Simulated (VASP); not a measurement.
# TiSi16 (a cell with a defect) in VASP: further runs, part 3 of 3

VASP 6.6.1. The steps go on from the part before.

## 5. Single point, PBE

INCAR

```
PREC = Accurate
ENCUT = 400
EDIFF = 1E-6
ISMEAR = -1
SIGMA = 0.02
LREAL = F
LASPH = T
NELM = 120
ALGO = Normal
ISIF = 2
LWAVE = F
LCHARG = F
GGA = PE
NBANDS = 52
GGA_COMPAT = F
```

KPOINTS

```
regular mesh
0
Gamma
  2 2 2
```

POSCAR

```
TiSi16
1.0
    0.0000000000      5.4300000000      5.4300000000
    5.4300000000      0.0000000000      5.4300000000
    5.4300000000      5.4300000000      0.0000000000
Si Ti
16 1
Direct
   -0.0336924494      0.0899907919     -0.0268047882
    0.1194935543      0.1655709024      0.1338213628
    0.0365561694     -0.0160405157      0.5014732965
    0.1265101289      0.1620534070      0.5998066298
   -0.0728453039      0.5470257827      0.0839686924
    0.0593001842      0.7197605893      0.1530202578
   -0.0241160221      0.5279834254      0.5286648250
    0.1202946593      0.5872375691      0.7145856354
    0.4803222836      0.0556629834      0.0121270718
    0.5917403315      0.2371915285      0.0917587477
    0.4942541436      0.0591160221      0.4840883978
    0.6657274401      0.1619337017      0.5892817680
    0.4245027624      0.5819244936     -0.0168784530
    0.5254604052      0.6678729282      0.1567863720
    0.4876703499      0.5222928177      0.4990883978
    0.6014732965      0.6656721915      0.6058931860
    0.7039134438      0.8036924494      0.7881307551
```

Potentials or basis: VASP PAW PBE potentials, release 64 (Si, Ti_sv).

The run is started by

```console
> cat potpaw_PBE.64/Si/POTCAR potpaw_PBE.64/Ti_sv/POTCAR > POTCAR
> mpirun -np 1 vasp_std > vasp.out
```

OUTCAR:

```text
PREC = Accurate
   ENCUT = 400
   EDIFF = 1E-6
   ISMEAR = -1
   LREAL = F
   LASPH = T
   NELM = 120
   ISIF = 2
   GGA = PE

 ion  position               nearest neighbor table
   1  0.966  0.090  0.973-   6 2.35  10 2.35   4 2.37   2 2.47
   2  0.119  0.166  0.134-   9 2.26   3 2.34   5 2.45   1 2.47
   3  0.037  0.984  0.501-   4 2.33   2 2.34  12 2.35   8 2.55  17 2.86
   4  0.127  0.162  0.600-  11 2.31   7 2.32   3 2.33   1 2.37
   5  0.927  0.547  0.084-   6 2.38   8 2.39   2 2.45  14 2.57  17 2.83
   6  0.059  0.720  0.153-  13 2.33   1 2.35   5 2.38   7 2.40
[... 646 lines left out ...]
  Total        5.0232080      2.6933165      5.7193027     -1.0590592     -0.9196353     -0.5184290
  in kB       25.1340378     13.4762322     28.6170052     -5.2990907     -4.6014714     -2.5940024
  external PRESSURE =      22.4090917 kB  Pullay stress =       0.0000000 kB

 VOLUME and BASIS-vectors are now :
 -----------------------------------------------------------------------------
  energy-cutoff  :      400.00
  volume of cell :      320.21
      direct lattice vectors                 reciprocal lattice vectors
     0.000000000  5.430000000  5.430000000    -0.092081031  0.092081031  0.092081031
     5.430000000  0.000000000  5.430000000     0.092081031 -0.092081031  0.092081031
     5.430000000  5.430000000  0.000000000     0.092081031  0.092081031 -0.092081031

 POSITION                                       TOTAL-FORCE (eV/Angst)
 -----------------------------------------------------------------------------------
      5.77310     10.53150      5.73570         0.385287      0.746098      0.490496
      1.62570      1.37550      1.54790         0.391594     -1.498796     -0.675424
      8.06590      2.92150      5.54140        -0.227903      0.256757     -0.361982
      4.13690      3.94390      1.56690         0.536069      0.402110     -0.466233
      3.42630      5.49040      8.00480        -0.286038     -0.124904     -0.263234
      4.73920      1.15290      4.23030        -0.196329      0.044424     -0.556537
[... 9 lines left out ...]
      6.90460      6.55600      6.88060         0.922227      0.210056      0.780267
      8.64360      8.10180      8.18630        -2.207360      0.482522     -0.168655
 -----------------------------------------------------------------------------------
    total drift:                               -0.000057     -0.000210      0.000314

  FREE ENERGIE OF THE ION-ELECTRON SYSTEM (eV)
  ---------------------------------------------------
  free  energy   TOTEN  =       -90.4085218200 eV

  energy  without entropy=      -90.3941239127  energy(sigma->0) =      -90.40132287
```

OSZICAR:

```text
N       E                     dE             d eps       ncg     rms          rms(c)
DAV:   1     0.270060519025E+03    0.27006E+03   -0.26440E+04   888   0.103E+03
DAV:   2    -0.615302382225E+02   -0.33159E+03   -0.31489E+03   948   0.215E+02
DAV:   3    -0.914092364461E+02   -0.29879E+02   -0.28847E+02  1224   0.590E+01
DAV:   4    -0.934638666924E+02   -0.20546E+01   -0.20355E+01  1280   0.136E+01
DAV:   5    -0.935438405307E+02   -0.79974E-01   -0.79945E-01  1120   0.220E+00    0.180E+01
DAV:   6    -0.933910653730E+02    0.15278E+00   -0.23113E+01  1168   0.225E+01    0.179E+01
DAV:   7    -0.911430209124E+02    0.22480E+01   -0.33104E+01  1128   0.292E+01    0.939E+00
DAV:   8    -0.905076506476E+02    0.63537E+00   -0.19254E+00   996   0.586E+00    0.296E+00
DAV:   9    -0.904086538331E+02    0.98997E-01   -0.45574E-01  1216   0.285E+00    0.700E-01
DAV:  10    -0.904073624026E+02    0.12914E-02   -0.32263E-02  1136   0.680E-01    0.447E-01
DAV:  11    -0.904084439076E+02   -0.10815E-02   -0.57729E-03  1104   0.311E-01    0.253E-01
DAV:  12    -0.904084790571E+02   -0.35150E-04   -0.11989E-03  1080   0.175E-01    0.780E-02
DAV:  13    -0.904085178237E+02   -0.38767E-04   -0.14912E-04  1072   0.533E-02    0.270E-02
DAV:  14    -0.904085201019E+02   -0.22782E-05   -0.23459E-05  1152   0.218E-02    0.730E-03
DAV:  15    -0.904085216530E+02   -0.15511E-05   -0.22946E-06   792   0.658E-03    0.283E-03
DAV:  16    -0.904085218200E+02   -0.16704E-06   -0.52357E-07   512   0.339E-03
   1 F= -.90408522E+02 E0= -.90401323E+02  d E =-.143979E-01
```

stdout:

```text
POSCAR found type information on POSCAR SiTi
 POSCAR found :  2 types and      17 ions
 scaLAPACK will be used
 -----------------------------------------------------------------------------
|                                                                             |
|                                                                             |
|     You have a (more or less) 'large supercell' and for larger cells it     |
|     might be more efficient to use real-space projection operators.         |
|     Therefore, try LREAL= Auto in the INCAR file.                           |
|     Mind: For very accurate calculation, you might also keep the            |
|     reciprocal projection scheme (i.e. LREAL=.FALSE.).                      |
|                                                                             |
 -----------------------------------------------------------------------------

 LDA part: xc-table for (Slater+PW92), standard interpolation
 POSCAR, INCAR and KPOINTS ok, starting setup
 FFT: planning ... GRIDC
 FFT: planning ... GRID_SOFT
 FFT: planning ... GRID
 WAVECAR not read
 entering main loop
```

Run time: 92 s. Hardware: 1 thread of AMD EPYC 9R45 (Zen 5), shared host; peak memory 0.33 GiB.

What came out:

```yaml
Free_energy: -90.4085 eV
Pressure: 2.2 GPa
Largest_force: 2.708 eV/Å
Band_gap_on_the_k_mesh: zero (bands 38 and 39 overlap by 0.32 eV)
```

Forces on the atoms (eV/Å):
```
Si   0.385  0.746  0.490
Si   0.392 -1.499 -0.675
Si  -0.228  0.257 -0.362
Si   0.536  0.402 -0.466
Si  -0.286 -0.125 -0.263
Si  -0.196  0.044 -0.557
Si   0.130 -0.374  0.754
Si   0.148 -1.129  0.334
Si  -0.619  0.058  0.523
Si  -1.049  1.895 -1.626
Si  -0.709 -0.120  0.227
Si   1.094 -0.352  0.263
Si   0.506 -1.406  0.424
Si   0.504  0.307  1.139
Si   0.677  0.604 -0.817
Si   0.922  0.210  0.780
Ti  -2.207  0.483 -0.169
```

Caveat: the k points lie up to 0.50 Å⁻¹ apart; the atoms stand as in a frame of molecular dynamics.

## 6. Single point, PBE

INCAR

```
PREC     = Accurate       # precision mode
ENCUT    = 400            # plane-wave cutoff, eV
EDIFF    = 1E-6           # SCF threshold, eV
ISMEAR   = -1             # smearing method
SIGMA    = 0.02           # smearing width, eV
LREAL    = F              # projectors in reciprocal space
LASPH    = T              # aspherical terms in the spheres
NELM     = 120            # most SCF steps
ALGO     = Normal         # electronic algorithm
ISIF     = 2              # what is computed and relaxed
LWAVE    = F              # write WAVECAR
LCHARG   = T              # write CHGCAR
GGA      = PE             # functional
LELF     = T              # ELF
LVHAR    = T            
NBANDS   = 52             # bands
GGA_COMPAT= F
```

KPOINTS is that of step 5.

POSCAR

```
TiSi16
1.0
    0.0000000000      5.4300000000      5.4300000000
    5.4300000000      0.0000000000      5.4300000000
    5.4300000000      5.4300000000      0.0000000000
Si Ti
16 1
Direct
   -0.0552486188      0.0453222836      0.0573664825
    0.0222559853      0.1733793738      0.2252394107
   -0.0973388582      0.1273572744      0.5583333333
    0.0773664825      0.1916390424      0.6766114180
   -0.0500000000      0.5732044199      0.0319337017
    0.1062523020      0.6892357274      0.1459392265
   -0.0165469613      0.5517034991      0.5103959484
    0.0909484346      0.7122559853      0.6401933702
    0.4120073665      0.0554880295      0.0680478821
    0.5708287293      0.1639042357      0.1761325967
    0.4427071823      0.0174401473      0.5382872928
    0.4816850829      0.2198250460      0.6673020258
    0.4801012891      0.5513904236      0.0484438306
    0.5817495396      0.6599263352      0.1817311234
    0.4452946593      0.5807090239      0.5395856354
    0.6081215470      0.6553406998      0.6626887661
    0.6897605893      0.8489318600      0.7852117864
```

Potentials or basis: VASP PAW PBE potentials, release 64 (Si, Ti_sv).

The run is started by

```console
> cat potpaw_PBE.64/Si/POTCAR potpaw_PBE.64/Ti_sv/POTCAR > POTCAR
> mpirun -np 1 vasp_std > vasp.out
```

Run time: 1.7 min. Hardware: 1 thread of AMD EPYC 9R45 (Zen 5), shared host; peak memory 0.33 GiB.

The run converged. Its results:

```yaml
Free_energy: -90.3425 eV
Pressure: 3.9 GPa
Largest_force: 3.810 eV/Å
Band_gap_on_the_k_mesh: zero (bands 38 and 39 overlap by 0.37 eV)
```

Forces on the atoms (eV/Å):
```
Si   0.695 -0.605  0.635
Si  -2.090 -1.827  2.610
Si   1.167  0.933 -2.574
Si   0.060  0.869 -0.177
Si  -0.652  1.077  0.177
Si  -1.042 -0.182 -0.737
Si   1.221  0.443  0.579
Si   1.150 -1.107 -0.991
Si   0.090 -0.259  0.153
Si  -0.249 -0.641  0.618
Si   0.984 -0.178  0.309
Si   0.283  0.515  0.345
Si  -1.538 -1.202 -1.824
Si   1.524  0.562  1.491
Si  -0.330  0.988 -0.086
Si  -0.202  0.202 -0.231
Ti  -1.071  0.410 -0.294
```

Stress tensor (GPa, compression positive):
```
 4.45  1.68 -0.08
 1.68  4.04 -0.02
-0.08 -0.02  3.30
```

Levels at points of the mesh, in eV from the Fermi level:
| k point | band 36 | band 37 | band 38 | band 39 | band 40 | band 41 |
| --- | --- | --- | --- | --- | --- | --- |
| (0.00, 0.00, 0.00) | -0.72 | -0.50 | -0.36 | -0.27 | -0.15 | 0.17 |
| (0.50, 0.00, 0.00) | -0.96 | -0.25 | -0.06 | 0.16 | 0.35 | 0.55 |
| (0.00, 0.50, 0.00) | -0.95 | -0.26 | -0.04 | 0.12 | 0.29 | 0.50 |
| (0.00, 0.00, 0.50) | -1.04 | -0.23 | -0.07 | 0.04 | 0.19 | 0.54 |
| (0.50, 0.50, 0.50) | -1.24 | -0.28 | 0.04 | 0.18 | 0.37 | 0.67 |
| (0.50, 0.50, 0.00) | -1.46 | -0.57 | -0.06 | 0.59 | 0.85 | 1.00 |
| (0.00, 0.50, 0.50) | -1.59 | -0.55 | 0.10 | 0.53 | 0.78 | 0.97 |
| (0.50, 0.00, 0.50) | -1.53 | -0.46 | -0.10 | 0.49 | 0.67 | 1.11 |

Caveat: the k points lie up to 0.50 Å⁻¹ apart; the atoms stand as in a frame of molecular dynamics.

## 7. Single point, PBE

INCAR

```
  ALGO = Normal
  EDIFF = 1E-6
  ENCUT = 400
  GGA = PE
  GGA_COMPAT = False
  ISIF = 2
  ISMEAR = -1
  LASPH = True
  LCHARG = False
  LREAL = False
  LWAVE = False
  NBANDS = 52
  NELM = 120
  PREC = Accurate
  SIGMA = 0.02
```

KPOINTS

```
k-points
0
Gamma
  2 2 2
```

POSCAR

```
TiSi16
1.0
    0.0000000000      5.4300000000      5.4300000000
    5.4300000000      0.0000000000      5.4300000000
    5.4300000000      5.4300000000      0.0000000000
Si Ti
16 1
Direct
   -0.0843001842      0.0391804788      0.0976335175
    0.0083149171      0.1955524862      0.2446869245
   -0.2028545120      0.1757458564      0.6114917127
   -0.0285174954      0.2265101289      0.7399539595
   -0.0869705341      0.5888674033      0.0339502762
    0.0643278085      0.6730202578      0.2047513812
   -0.1050092081      0.6149907919      0.5669613260
    0.0144014733      0.7767771639      0.6622467772
    0.3900920810      0.0097421731      0.1351749540
    0.5551012891      0.1475874770      0.2341068140
    0.3564732965      0.0839502762      0.6082228361
    0.4202394107      0.2473664825      0.7649539595
    0.4432504604      0.5238950276      0.0508931860
    0.5759576427      0.6153867403      0.1996961326
    0.3998618785      0.6095488029      0.5503959484
    0.5426611418      0.6797513812      0.6937292818
    0.6232320442      0.8792173112      0.8072836096
```

The run is started by

```console
> cat potpaw_PBE.64/Si/POTCAR potpaw_PBE.64/Ti_sv/POTCAR > POTCAR
> mpirun -np 1 vasp_std > vasp.out
```

It took 99 s on 1 thread of AMD EPYC 9R45 (Zen 5), shared host; peak memory 0.33 GiB.

Results (log left out):

```
Free energy            : -89.9637 eV
Pressure               : 2.1 GPa
Largest force          : 2.698 eV/Å
Band gap on the k mesh : zero (bands 38 and 39 overlap by 0.27 eV)
```

Forces in eV/Å, atoms in the order of the input:
```
Si   0.901  1.000  0.958
Si  -0.671 -0.979  0.093
Si  -1.216 -0.407  0.242
Si   0.073  0.310  1.382
Si  -0.400  2.393  1.179
Si  -1.052 -1.087 -0.375
Si  -1.027  1.315 -0.028
Si  -0.164  0.191  0.412
Si   0.948  0.180  0.629
Si   0.204 -1.190 -1.318
Si  -0.216 -0.506  0.138
Si   0.530 -0.587  0.259
Si   0.804  0.617 -1.087
Si   1.066 -0.893 -0.757
Si   0.055 -0.583 -0.779
Si   0.486 -1.202  0.164
Ti  -0.321  1.425 -1.112
```

Stress tensor (GPa, compression positive):
```
 1.24  0.16 -1.63
 0.16  2.34  1.20
-1.63  1.20  2.80
```

Levels at points of the mesh, in eV from the Fermi level:
| k point | band 35 | band 36 | band 37 | band 38 | band 39 | band 40 | band 41 | band 42 |
| --- | --- | --- | --- | --- | --- | --- | --- | --- |
| (0.00, 0.00, 0.00) | -0.79 | -0.55 | -0.40 | -0.26 | -0.23 | 0.01 | 0.09 | 0.25 |
| (0.50, 0.00, 0.00) | -1.16 | -0.79 | -0.27 | -0.01 | 0.04 | 0.42 | 0.69 | 0.80 |
| (0.00, 0.50, 0.00) | -1.03 | -0.92 | -0.32 | -0.23 | 0.12 | 0.38 | 0.58 | 0.72 |
| (0.00, 0.00, 0.50) | -1.11 | -0.63 | -0.38 | -0.22 | 0.14 | 0.45 | 0.60 | 0.78 |
| (0.50, 0.50, 0.50) | -1.39 | -1.17 | -0.25 | 0.04 | 0.08 | 0.43 | 0.48 | 0.63 |
| (0.50, 0.50, 0.00) | -1.66 | -1.15 | -0.49 | -0.09 | 0.45 | 0.68 | 1.10 | 1.21 |
| (0.00, 0.50, 0.50) | -1.51 | -1.27 | -0.45 | -0.20 | 0.50 | 0.68 | 1.04 | 1.27 |
| (0.50, 0.00, 0.50) | -1.42 | -1.07 | -0.45 | -0.02 | 0.43 | 0.71 | 1.01 | 1.18 |

Caveat: the k points lie up to 0.50 Å⁻¹ apart; the atoms stand as in a frame of molecular dynamics.

## 8. The runs side by side

| cell | gap on the mesh (eV) | pressure (GPa) | largest force (eV/Å) |
| --- | --- | --- | --- |
| as given, atomic positions A | none | 4.7 | 2.87 |
| as given, atomic positions B | none | 1.9 | 2.61 |
| as given, atomic positions C | none | 3.3 | 1.64 |
| as given, atomic positions D | none | 2.2 | 2.71 |
| as given, atomic positions E | none | 3.9 | 3.81 |
| as given, atomic positions F | none | 2.1 | 2.70 |

Alike in all rows: task single point; level PBE; potentials or basis VASP PAW PBE potentials, release 64 (Si, Ti_sv); no spin polarisation; k mesh 2 × 2 × 2; cutoff (eV) 400; smearing fermi-dirac 0.02 eV.

Caveats: all runs use coarse meshes; the atoms stand as in a frame of molecular dynamics (at least some runs).

Absolute energies hang on the potentials; compare differences alone.
